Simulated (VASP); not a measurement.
# Ga2O (P-3m1) in VASP: notebook, part 2 of 2

VASP 6.6.1.

**3. Single point, PBEsol**

This run uses another cell than the first one, of 15.33 Å³/atom, 1.020 times its volume.

INCAR

```
SYSTEM = Ga2O
ALGO     = Normal         ! electronic algorithm
EDIFF    = 1E-6           ! SCF threshold, eV
ENCUT    = 520            ! plane-wave cutoff, eV
GGA      = PS             ! functional
ISIF     = 2              ! what is computed and relaxed
ISMEAR   = -1             ! smearing method
LASPH    = .TRUE.         ! aspherical terms in the spheres
LCHARG   = .FALSE.        ! write CHGCAR
LREAL    = .FALSE.        ! projectors in reciprocal space
LWAVE    = .FALSE.        ! write WAVECAR
NBANDS   = 41             ! bands
NELM     = 60             ! most SCF steps
PREC     = Accurate       ! precision mode
SIGMA    = 0.15           ! smearing width, eV
```

KPOINTS

```
k-points
0
G
  12 12 4
  0 0 0
```

POSCAR

```
Ga2O
1.0
    3.0335953153      0.0000000000      0.0000000000
   -1.5167976577      2.6271706078      0.0000000000
    0.0000000000      0.0000000000     11.5443720463
Ga O
4 2
Direct
    0.0000000000      0.0000000000      0.3920579641
    0.0000000000      0.0000000000      0.6079420359
    0.6666666667      0.3333333333      0.1020915016
    0.3333333333      0.6666666667      0.8979084984
    0.6666666667      0.3333333333      0.3209844182
    0.3333333333      0.6666666667      0.6790155818
```

Potentials or basis: VASP PAW PBE potentials, release 64 (Ga_d, O).

On the command line:

```console
$ cat potpaw_PBE.64/Ga_d/POTCAR potpaw_PBE.64/O/POTCAR > POTCAR
$ mpirun -np 1 vasp_std > vasp.out
```

OUTCAR:

```text
SYSTEM = Ga2O
   EDIFF = 1E-6
   ENCUT = 520
   GGA = PS
   ISIF = 2
   ISMEAR = -1
   LASPH = .TRUE.
   LREAL = .FALSE.
   NELM = 60
   PREC = Accurate

 ion  position               nearest neighbor table
   1  0.000  0.000  0.392-   5 1.93   5 1.93   5 1.93   2 2.49
   2  0.000  0.000  0.608-   6 1.93   6 1.93   6 1.93   1 2.49
   3  0.667  0.333  0.102-
   4  0.333  0.667  0.898-
   5  0.667  0.333  0.321-   1 1.93   1 1.93   1 1.93
   6  0.333  0.667  0.679-   2 1.93   2 1.93   2 1.93

  LATTYP: Found a hexagonal cell.
 ALAT       =     3.0335953153
 C/A-ratio  =     3.8055082654

  Lattice vectors:

 A1 = (   3.0335953153,   0.0000000000,   0.0000000000)
 A2 = (  -1.5167976577,   2.6271706078,   0.0000000000)
 A3 = (   0.0000000000,   0.0000000000,  11.5443720463)

Analysis of symmetry for initial positions (statically):
=====================================================================
 Subroutine PRICEL returns:
 Original cell was already a primitive cell.

 Routine SETGRP: Setting up the symmetry group for a
 hexagonal supercell.

 Subroutine GETGRP returns: Found 12 space group operations
 (whereof 12 operations were pure point group operations)
 out of a pool of 24 trial point group operations.

The static configuration has the point symmetry D_3d.

Analysis of symmetry for dynamics (positions and initial velocities):
=====================================================================
 Subroutine PRICEL returns:
 Original cell was already a primitive cell.

 Routine SETGRP: Setting up the symmetry group for a
 hexagonal supercell.

 Subroutine GETGRP returns: Found 12 space group operations
 (whereof 12 operations were pure point group operations)
[... 120 lines left out ...]
   PSTRESS=    0.0 pullay stress
   NELECT =      64.0000    total number of electrons
   NUPDOWN=      -1.0000    fix difference up-down
   EMIN   =  10.00;   EMAX   =-10.00  energy-range for DOS
   EFERMI =   0.00;   METHOD = LEGACY
   ISMEAR =    -1;   SIGMA  =   0.15  broadening in eV -4-tet -1-fermi 0-gaus
   EFERMI_NEDOS =   21; number of points for ismear=-14 and -15
   IALGO  =     38    algorithm
   IMIX   =      4    mixing-type and parameters
     AMIX     =   0.40;   BMIX     =  1.00
     AMIX_MAG =   1.60;   BMIX_MAG =  1.00
  volume/ion in A,a.u.               =      15.33       103.48
  Fermi-wavevector in a.u.,A,eV,Ry     =   1.450539  2.741121 28.627520  2.104063
  Thomas-Fermi vector in A             =   2.568139
   LORBIT       =      0    0 simple, 1 ext, 2 COOP (PROOUT), +10 PAW based schemes
   GGA     = PS    functional components
   LHFCALC =     F    Hartree Fock is set to
   AEXX    =    0.0000 exact exchange contribution
   IVDW    =     0    specifies the selected vdW correction
   LEPSILON=     F    determine dielectric tensor
   LRPA    =     F    only Hartree local field effects (RPA)
 non-spin polarized calculation
  energy-cutoff  :      520.00
  volume of cell :       92.01
 maximum number of plane-waves:      2515
 NGX is ok and might be reduce to    24
   NGX = 11   NGY = 11   NGZ = 43

 number of electron      63.9999982 magnetization

 Free energy of the ion-electron system (eV)
  ---------------------------------------------------
  ext. energy  EPLUGINS =         0.00000000
  ---------------------------------------------------
  free energy    TOTEN  =       -29.16526464 eV

  energy without entropy =      -29.05670195  energy(sigma->0) =      -29.11098330

 E-fermi :   5.7014     XC(G=0): -11.0078

 val. band max:        5.6943370482   @ k =   0.5000   0.0000   0.5000
 cond. band min:       5.7612778240   @ k =   0.1667   0.0000   0.0000
 fundamental gap:      0.0669407758
 Fermi energy:         5.7014231021

 k-point     1 :       0.0000    0.0000    0.0000
  band No.  band energies     occupation
      1     -15.8438      2.00000
      2     -15.7863      2.00000
      3     -10.5120      2.00000
      4     -10.5120      2.00000
      5     -10.5024      2.00000
      6     -10.5024      2.00000
[... 1045 lines left out ...]
     40      13.5658      0.00000
     41      13.6995      0.00000

 [... further k-points ...]
[... 5 lines left out ...]
  --------------------------------------------------------------------------------------
  -------------------------------------------------------------------------------------
  Total        0.1436911      0.1436911      0.0157114     -0.0000000      0.0000000     -0.0000000
  in kB        2.5022118      2.5022118      0.2735955     -0.0000000      0.0000000     -0.0000000
  external PRESSURE =       1.7593397 kB  Pullay stress =       0.0000000 kB

 VOLUME and BASIS-vectors are now :
 -----------------------------------------------------------------------------
  energy-cutoff  :      520.00
  volume of cell :       92.01
      direct lattice vectors                 reciprocal lattice vectors
     3.033595315  0.000000000  0.000000000     0.329641859  0.190318816  0.000000000
    -1.516797658  2.627170608  0.000000000     0.000000000  0.380637632  0.000000000
     0.000000000  0.000000000 11.544372046     0.000000000  0.000000000  0.086622295

 POSITION                                       TOTAL-FORCE (eV/Angst)
 -----------------------------------------------------------------------------------
      0.00000      0.00000      4.52606         0.000000      0.000000      0.032480
      0.00000      0.00000      7.01831        -0.000000      0.000000     -0.032480
      1.51680      0.87572      1.17858         0.000000      0.000000      0.002220
     -0.00000      1.75145     10.36579         0.000000      0.000000     -0.002220
      1.51680      0.87572      3.70556        -0.000000      0.000000     -0.031680
     -0.00000      1.75145      7.83881         0.000000     -0.000000      0.031680
 -----------------------------------------------------------------------------------
    total drift:                               -0.000000      0.000000      0.000000

  FREE ENERGIE OF THE ION-ELECTRON SYSTEM (eV)
  ---------------------------------------------------
  free  energy   TOTEN  =       -29.1652646415 eV

  energy  without entropy=      -29.0567019525  energy(sigma->0) =      -29.11098330
```

Wall time 5.2 min (1 thread of Intel Xeon Platinum 8259CL at 2.50GHz (Skylake/Cascade Lake), shared host); peak memory 0.34 GiB.

Results:

```yaml
Free_energy: -29.1653 eV
Pressure: 0.2 GPa
Largest_force: 0.032 eV/Å
Band_gap_on_the_k_mesh: zero (band 32 reaches 6.56 eV, above the bottom of band 33 at 4.50 eV)
```

Forces on the atoms (eV/Å):
```
Ga   0.000  0.000  0.032
Ga   0.000  0.000 -0.032
Ga   0.000  0.000  0.002
Ga   0.000  0.000 -0.002
O    0.000  0.000 -0.032
O    0.000  0.000  0.032
```

Levels at points of the mesh, in eV from the Fermi level:
| k point | band 29 | band 30 | band 31 | band 32 | band 33 | band 34 | band 35 | band 36 |
| --- | --- | --- | --- | --- | --- | --- | --- | --- |
| (0.00, 0.00, 0.00) | -4.67 | -4.67 | -4.40 | -0.97 | -0.36 | 2.32 | 5.20 | 7.12 |
| (0.50, 0.00, 0.00) | -4.65 | -3.92 | -3.45 | -1.35 | -1.20 | 0.10 | 2.54 | 2.80 |
| (0.00, 0.00, 0.50) | -4.67 | -4.67 | -3.27 | -2.21 | 0.67 | 1.78 | 6.02 | 6.29 |
| (0.50, 0.00, 0.50) | -4.75 | -3.99 | -3.21 | -1.57 | -1.07 | -0.01 | 2.72 | 2.92 |

Caveat: the PAW data sets were made with another functional, which shifts forces and pressure a little.
